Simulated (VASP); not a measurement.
Runs of VASP 6.6.1 on Sn. The structure is that of space group Fd-3m (No. 227), or close to it. The cells are those of the table. This isn't the form of Sn at room conditions, which is tetragonal (white tin).

| cell | k mesh | further INCAR settings | gap on the mesh (eV) | pressure (GPa) |
| --- | --- | --- | --- | --- |
| a = 4.661, b = 4.661, c = 6.592 Å, 4 atoms | 12 × 12 × 8 | ALGO = Fast; EDIFF = 1e-06; NBANDS = 36 | none | 1.1 |
| a = 4.614, b = 4.614, c = 6.738 Å, 4 atoms | 10 × 10 × 6 | ALGO = Fast; EDIFF = 1e-07; NBANDS = 36 | none | (a) |
| a = 4.708, b = 4.708, c = 6.658 Å, 4 atoms | 12 × 12 × 8 | ALGO = Fast; EDIFF = 1e-06; NBANDS = 36 | none | -0.1 |
| a = 4.567, b = 4.567, c = 6.778 Å, 4 atoms | 10 × 10 × 6 | ALGO = Fast; EDIFF = 1e-06; NBANDS = 36 | none | 1.6 |

Alike in all rows: task single point; level PBE; potentials or basis VASP PAW PBE potentials, release 64 (Sn_d); no spin polarisation; cutoff (eV) 520; smearing gaussian 0.1 eV.

Problem. Fill in the values left out.

Solution. (a) 1.0.

Caveats: spin-orbit coupling is left out, which moves the levels of the heavy elements.

A k mesh can miss the band edges, and the runs leave out spin-orbit coupling on Sn.

A gap of «none» marks levels without a gap at the run's occupations.
